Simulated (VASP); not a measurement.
# Zn5O (F-43m) in VASP: further runs

Runs on Zn5O. Level: PBE. Tasks: single point.

Everything below comes from runs of VASP 6.6.1. Logs are shortened: lines on timing, memory, paths and dates and some standing lists are left out, and cuts for length are marked.

## (1) The cell of the first run

It takes space group F-43m (No. 216, cubic). Conventional cell: a = 6.758 Å, b = 6.758 Å, c = 6.758 Å, α = 90.00°, β = 90.00°, γ = 90.00°. Zn (site symmetry -43m) has 12 Zn at 2.80 Å and 4 O at 2.93 Å within 3.7 Å. Within 3.1 Å of Zn (site symmetry 3m) lie 9 Zn at 2.37 to 2.80 Å and 3 O at 2.80 Å. O (site symmetry -43m) has 16 Zn at 2.80 to 2.93 Å within 3.7 Å.

The cell was generated, and may not be a known phase.

## (2) Single point, PBE, collinear spin, ferromagnetic start

INCAR

```
PREC     = Accurate       # precision mode
ENCUT    = 520            # plane-wave cutoff, eV
EDIFF    = 1E-7           # SCF threshold, eV
ISMEAR   = 0              # smearing method
SIGMA    = 0.1            # smearing width, eV
LREAL    = F              # projectors in reciprocal space
LASPH    = T              # aspherical terms in the spheres
NELM     = 150            # most SCF steps
ALGO     = Normal         # electronic algorithm
ISIF     = 2              # what is computed and relaxed
LWAVE    = F              # write WAVECAR
LCHARG   = T              # write CHGCAR
ISPIN    = 2              # spin polarisation
MAGMOM   = 0 0 0 0 0 1    # initial moments
LORBIT   = 11             # projections on sites
GGA      = PE             # functional
LELF     = T              # ELF
LVHAR    = T            
NBANDS   = 46             # bands
```

KPOINTS

```
Automatic mesh
0
Gamma
  4 4 4
```

POSCAR

```
Zn5O
1.0
    0.0000000000      3.3788621100      3.3788621100
    3.3788621100      0.0000000000      3.3788621100
    3.3788621100      3.3788621100      0.0000000000
Zn O
5 1
Direct
    0.2500000000      0.2500000000      0.2500000000
    0.1283094900      0.6238968400      0.6238968400
    0.6238968400      0.6238968400      0.6238968400
    0.6238968400      0.6238968400      0.1283094900
    0.6238968400      0.1283094900      0.6238968400
    0.0000000000      0.0000000000      0.0000000000
```

Potentials or basis: VASP PAW PBE potentials, release 64 (Zn, O).

Run with:

```console
$ cat potpaw_PBE.64/Zn/POTCAR potpaw_PBE.64/O/POTCAR > POTCAR
$ mpirun -np 1 vasp_std > vasp.out
```

OUTCAR:

```text
PREC = Accurate
   ENCUT = 520
   EDIFF = 1E-7
   ISMEAR = 0
   LREAL = F
   LASPH = T
   NELM = 150
   ISIF = 2
   ISPIN = 2
   LORBIT = 11
   GGA = PE

 ion  position               nearest neighbor table
   1  0.250  0.250  0.250-   2 2.80   5 2.80   2 2.80   4 2.80   4 2.80   5 2.80   3 2.80   3 2.80
                             3 2.80   2 2.80   4 2.80   5 2.80
   2  0.128  0.624  0.624-   3 2.37   4 2.37   5 2.37   5 2.41   4 2.41   3 2.41   1 2.80   1 2.80
                             1 2.80
   3  0.624  0.624  0.624-   2 2.37   4 2.37   5 2.37   2 2.41   5 2.41   4 2.41   1 2.80   1 2.80
                             1 2.80
   4  0.624  0.624  0.128-   2 2.37   3 2.37   5 2.37   5 2.41   2 2.41   3 2.41   1 2.80   1 2.80
                             1 2.80
   5  0.624  0.128  0.624-   2 2.37   3 2.37   4 2.37   2 2.41   4 2.41   3 2.41   1 2.80   1 2.80
                             1 2.80
   6  0.000  0.000  0.000-

  LATTYP: Found a face centered cubic cell.
 ALAT       =     6.7577242200

  Lattice vectors:

 A1 = (   0.0000000000,   3.3788621100,   3.3788621100)
 A2 = (   3.3788621100,   0.0000000000,   3.3788621100)
 A3 = (   3.3788621100,   3.3788621100,   0.0000000000)

Analysis of symmetry for initial positions (statically):
=====================================================================
 Subroutine PRICEL returns:
 Original cell was already a primitive cell.

 Routine SETGRP: Setting up the symmetry group for a
 face centered cubic supercell.

 Subroutine GETGRP returns: Found 24 space group operations
 (whereof 24 operations were pure point group operations)
 out of a pool of 48 trial point group operations.

The static configuration has the point symmetry T_d .

Analysis of symmetry for dynamics (positions and initial velocities):
=====================================================================
 Subroutine PRICEL returns:
 Original cell was already a primitive cell.

 Routine SETGRP: Setting up the symmetry group for a
 face centered cubic supercell.

 Subroutine GETGRP returns: Found 24 space group operations
 (whereof 24 operations were pure point group operations)
 out of a pool of 48 trial point group operations.

The dynamic configuration has the point symmetry T_d .

Analysis of structural, dynamic, and magnetic symmetry:
=====================================================================
 Subroutine PRICEL returns:
 Original cell was already a primitive cell.

 Routine SETGRP: Setting up the symmetry group for a
 face centered cubic supercell.

 Subroutine GETGRP returns: Found 24 space group operations
 (whereof 24 operations were pure point group operations)
 out of a pool of 48 trial point group operations.

The overall configuration has the point symmetry T_d .

 Subroutine INISYM returns: Found 24 space group operations
 (whereof 24 operations are pure point group operations),
 and found     1 'primitive' translations

----------------------------------------------------------------------------------------

                                     Primitive cell

  volume of cell :      77.1510

  direct lattice vectors                    reciprocal lattice vectors
     0.000000000  3.378862110  3.378862110    -0.147978812  0.147978812  0.147978812
     3.378862110  0.000000000  3.378862110     0.147978812 -0.147978812  0.147978812
     3.378862110  3.378862110  0.000000000     0.147978812  0.147978812 -0.147978812

  length of vectors
     4.778432621  4.778432621  4.778432621     0.256306820  0.256306820  0.256306820

  position of ions in fractional coordinates (direct lattice)
     0.250000000  0.250000000  0.250000000
     0.128309490  0.623896840  0.623896840
     0.623896840  0.623896840  0.623896840
     0.623896840  0.623896840  0.128309490
     0.623896840  0.128309490  0.623896840
     0.000000000  0.000000000  0.000000000

  ion indices of the primitive-cell ions
[... 36 lines left out ...]
  0.000000  0.000000  0.000000      1.000000
  0.250000  0.000000  0.000000      8.000000
  0.500000  0.000000  0.000000      4.000000
  0.250000  0.250000  0.000000      6.000000
  0.500000  0.250000  0.000000     24.000000
 -0.250000  0.250000  0.000000     12.000000
  0.500000  0.500000  0.000000      3.000000
 -0.250000  0.500000  0.250000      6.000000
   k-points           NKPTS =      8   k-points in BZ     NKDIM =      8   number of bands    NBANDS=     46
   number of dos      NEDOS =    301   number of ions     NIONS =      6
   total plane-waves  NPLWV =  46656
   dimension x,y,z NGX =    36 NGY =   36 NGZ =   36
   dimension x,y,z NGXF=    72 NGYF=   72 NGZF=   72
   ions per type =               5   1
   NGX,Y,Z   is equivalent  to a cutoff of  12.52, 12.52, 12.52 a.u.
   NGXF,Y,Z  is equivalent  to a cutoff of  25.05, 25.05, 25.05 a.u.
 SYSTEM =  unknown system
   PREC   = accura    normal or accurate (medium, high low for compatibility)
   ISTART =      0    job   : 0-new  1-cont  2-samecut
   ICHARG =      2    charge: 1-file 2-atom 10-const
   ISPIN  =      2    spin polarized calculation?
   LNONCOLLINEAR =      F non collinear calculations
   LSORBIT =      F    spin-orbit coupling
   LASPH  =      T    aspherical Exc in radial PAW
   ENCUT  =  520.0 eV  38.22 Ry    6.18 a.u.   8.88  8.88  8.88*2*pi/ulx,y,z
   NELM   =    150;   NELMIN=  2; NELMDL= -5     # of ELM steps
   EDIFF  = 0.1E-06   stopping-criterion for ELM
   LREAL  =      F    real-space projection
   EDIFFG = 0.1E-05   stopping-criterion for IOM
   NSW    =      0    number of steps for IOM
   IBRION =     -1    ionic relax: 0-MD 1-quasi-New 2-CG
   NFREE  =      0    steps in history (QN), initial steepest desc. (CG)
   ISIF   =      2    stress and relaxation
   ISYM   =      2    0-nonsym 1-usesym 2-fastsym
   POTIM  = 0.5000    time-step for ionic-motion
   TEBEG  =    0.0;   TEEND  =   0.0 temperature during run
   PSTRESS=    0.0 pullay stress
   NELECT =      66.0000    total number of electrons
   NUPDOWN=      -1.0000    fix difference up-down
   EMIN   =  10.00;   EMAX   =-10.00  energy-range for DOS
   EFERMI =   0.00;   METHOD = LEGACY
   ISMEAR =     0;   SIGMA  =   0.10  broadening in eV -4-tet -1-fermi 0-gaus
   EFERMI_NEDOS =   21; number of points for ismear=-14 and -15
   IALGO  =     38    algorithm
   IMIX   =      4    mixing-type and parameters
     AMIX     =   0.40;   BMIX     =  1.00
     AMIX_MAG =   1.60;   BMIX_MAG =  1.00
  volume/ion in A,a.u.               =      12.86        86.77
  Fermi-wavevector in a.u.,A,eV,Ry     =   1.554088  2.936801 32.860659  2.415190
  Thomas-Fermi vector in A             =   2.658225
   LORBIT       =     11    0 simple, 1 ext, 2 COOP (PROOUT), +10 PAW based schemes
   GGA     = PE    functional components
   LHFCALC =     F    Hartree Fock is set to
   AEXX    =    0.0000 exact exchange contribution
   IVDW    =     0    specifies the selected vdW correction
   LEPSILON=     F    determine dielectric tensor
   LRPA    =     F    only Hartree local field effects (RPA)
 spin polarized calculation
 Gauss-broadening in eV      SIGMA  =   0.10
  energy-cutoff  :      520.00
  volume of cell :       77.15
 maximum number of plane-waves:      2120
   NGX = 17   NGY = 17   NGZ = 17

 number of electron      65.9999995 magnetization      -0.0006628

 number of electron      65.9999995 magnetization       0.0003537

 Free energy of the ion-electron system (eV)
  ---------------------------------------------------
  ext. energy  EPLUGINS =         0.00000000
  ---------------------------------------------------
  free energy    TOTEN  =        -8.42936688 eV

  energy without entropy =       -8.39590208  energy(sigma->0) =       -8.41263448

 E-fermi :   3.2306     XC(G=0): -11.9483

 val. band max:        3.2161335612   @ k =   0.0000   0.0000   0.0000
 cond. band min:       3.3153540461   @ k =   0.5000   0.2500   0.0000
 fundamental gap:      0.0992204848
 Fermi energy:         3.2306221900

 spin component 1

 k-point     1 :       0.0000    0.0000    0.0000
  band No.  band energies     occupation
      1     -13.7137      1.00000
      2      -7.4953      1.00000
      3      -5.7398      1.00000
      4      -5.7398      1.00000
      5      -5.7398      1.00000
      6      -5.3187      1.00000
[... 373 lines left out ...]
     44      15.1640      0.00000
     45      15.7443      0.00000
 Fermi energy:         3.2306221900

 spin component 2

 k-point     1 :       0.0000    0.0000    0.0000
  band No.  band energies     occupation
      1     -13.7136      1.00000
      2      -7.4953      1.00000
      3      -5.7398      1.00000
      4      -5.7398      1.00000
      5      -5.7398      1.00000
      6      -5.3187      1.00000
[... 373 lines left out ...]
     44      15.1641      0.00000
     45      15.7443      0.00000
 [bands above 45 left out]

------------------------ aborting loop because EDIFF is reached ----------------------------------------

  FORCE on cell =-STRESS in cart. coord.  units (eV):
  Direction    XX          YY          ZZ          XY          YZ          ZX
  --------------------------------------------------------------------------------------
  -------------------------------------------------------------------------------------
  Total        7.7049555      7.7049555      7.7049555      0.0000000      0.0000000      0.0000000
  in kB      160.0071226    160.0071226    160.0071226      0.0000000      0.0000000      0.0000000
  external PRESSURE =     160.0071226 kB  Pullay stress =       0.0000000 kB

 VOLUME and BASIS-vectors are now :
 -----------------------------------------------------------------------------
  energy-cutoff  :      520.00
  volume of cell :       77.15
      direct lattice vectors                 reciprocal lattice vectors
     0.000000000  3.378862110  3.378862110    -0.147978812  0.147978812  0.147978812
     3.378862110  0.000000000  3.378862110     0.147978812 -0.147978812  0.147978812
     3.378862110  3.378862110  0.000000000     0.147978812  0.147978812 -0.147978812

 POSITION                                       TOTAL-FORCE (eV/Angst)
 -----------------------------------------------------------------------------------
      1.68943      1.68943      1.68943         0.000000      0.000000      0.000000
      4.21612      2.54160      2.54160         0.335857     -0.335857     -0.335857
      4.21612      4.21612      4.21612         0.335857      0.335857      0.335857
      2.54160      2.54160      4.21612        -0.335857     -0.335857      0.335857
      2.54160      4.21612      2.54160        -0.335857      0.335857     -0.335857
      0.00000      0.00000      0.00000         0.000000      0.000000      0.000000
 -----------------------------------------------------------------------------------
    total drift:                               -0.000007     -0.000007     -0.000006

  FREE ENERGIE OF THE ION-ELECTRON SYSTEM (eV)
  ---------------------------------------------------
  free  energy   TOTEN  =        -8.4293668843 eV

  energy  without entropy=       -8.3959020788  energy(sigma->0) =       -8.41263448

 total charge

# of ion       s       p       d       tot
------------------------------------------
    1        0.617   0.375   9.728  10.719
    2        0.643   0.574   9.750  10.967
    3        0.643   0.574   9.750  10.967
    4        0.643   0.574   9.750  10.967
    5        0.643   0.574   9.750  10.967
    6        1.615   3.146   0.000   4.762
--------------------------------------------------
tot          4.805   5.819  48.727  59.350

 magnetization (x)

# of ion       s       p       d       tot
------------------------------------------
    1       -0.000   0.000   0.000   0.000
    2        0.000   0.000   0.000   0.000
    3        0.000   0.000   0.000   0.000
    4        0.000   0.000   0.000   0.000
    5        0.000   0.000   0.000   0.000
    6        0.000   0.000   0.000   0.000
--------------------------------------------------
tot          0.000   0.000   0.000   0.000
```

Wall time 75 s (1 thread of Intel Xeon 6975P-C (Granite Rapids), shared host); peak memory 0.25 GiB.

Results:

```yaml
Free_energy: -8.4294 eV
Pressure: 16.0 GPa
Largest_force: 0.582 eV/Å
Band_gap_on_the_k_mesh: zero (filled and empty bands overlap)
Net_moment: 0.00 μB per cell
Valence_electrons_inside_the_program's_atomic_spheres: Zn 10.72, 10.97 (each value once); O 4.76
```

Forces on the atoms (eV/Å):
```
Zn   0.000  0.000  0.000
Zn   0.336 -0.336 -0.336
Zn   0.336  0.336  0.336
Zn  -0.336 -0.336  0.336
Zn  -0.336  0.336 -0.336
O    0.000  0.000  0.000
```

Caveat: the k points lie up to 0.40 Å⁻¹ apart, too coarse for converged energies and pressures of a metal; semilocal functionals underestimate gaps, and a narrow one can read as zero.

[end of part 1 of 2]

The gap in the log of VASP goes by the Fermi energy; the results here count the filled bands.